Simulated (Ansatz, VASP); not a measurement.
## One calculation of Cu, two programs

POSCAR

```
Cu
1.0
   -1.4427933200      1.4427933200      1.4104834862
    1.4427933200     -1.4427933200      1.4104834862
    1.4427933200      1.4427933200     -1.4104834862
Cu
1
Direct
    0.0000000000      0.0000000000      0.0000000000
```

File INCAR.step1:

```
PREC = Accurate
ENCUT = 520
ISMEAR = 0
SIGMA = 0.15
LREAL = F
LASPH = T
NELM = 100
NBANDS = 12
GGA = PE
ALGO = Normal
EDIFF = 1E-4
LWAVE = T
LCHARG = F
```

INCAR.step2

```
PREC = Accurate
ENCUT = 520
EDIFF = 1E-6
ISMEAR = 0
SIGMA = 0.15
LREAL = F
LASPH = T
NELM = 100
ALGO = Normal
ISIF = 2
LWAVE = F
LCHARG = F
METAGGA = R2SCAN
LMIXTAU = T
NBANDS = 12
ISTART = 1
```

Contents of KPOINTS:

```
Automatic mesh
0
Gamma
  24 24 24
```

Input for Ansatz:

```yaml
crystal:
  lattice:
    - [-1.44279332, 1.44279332, 1.4104834862]
    - [1.44279332, -1.44279332, 1.4104834862]
    - [1.44279332, 1.44279332, -1.4104834862]
  atoms:
    - { symbol: Cu, position: [0.0, 0.0, 0.0] }
basis:
  ecutwfc: 500
kpoints:
  mp_grid: { grid: [24, 24, 24] }
hamiltonian:
  xc: r2scan
scf:
  occupations: { method: gaussian, width: 0.15 }
output:
  forces: true
  stress: true
  eigenvalues: true
```

Change from the starting cell: strain +0.000 along x and y, +0.025 along z, atoms carried along.

Alike in both runs: task single point; functional r2SCAN; k mesh 24 × 24 × 24; occupations gaussian, width 0.15 eV; no spin polarisation.

|  | VASP | Ansatz |
| --- | --- | --- |
| version | VASP 6.6.1 | Ansatz 0.2.0 |
| potentials or method | VASP PAW PBE potentials, release 64 (Cu), cutoff 520 eV | scalar-relativistic, plane waves, PAW |
| valence electrons in the cell | 11 | 19 |

```csv
,VASP,Ansatz,Ansatz less VASP
gap on the k mesh at the Fermi level (eV),none,none,-
pressure (GPa),-2.8,-3.5,-0.74
"traceless stress, the component that is largest in VASP (GPa)",-0.08,-0.04,+0.040
```

VASP's potentials were made for PBE, not for r2SCAN. A gap of «none» marks a metal or a gap that the smearing closes. The functional is the same, so the differences come from potentials, cutoffs and numerics. VASP's potentials hold 11 valence electrons a cell and Ansatz's 19, so a difference there can come from the potentials and not from the codes.
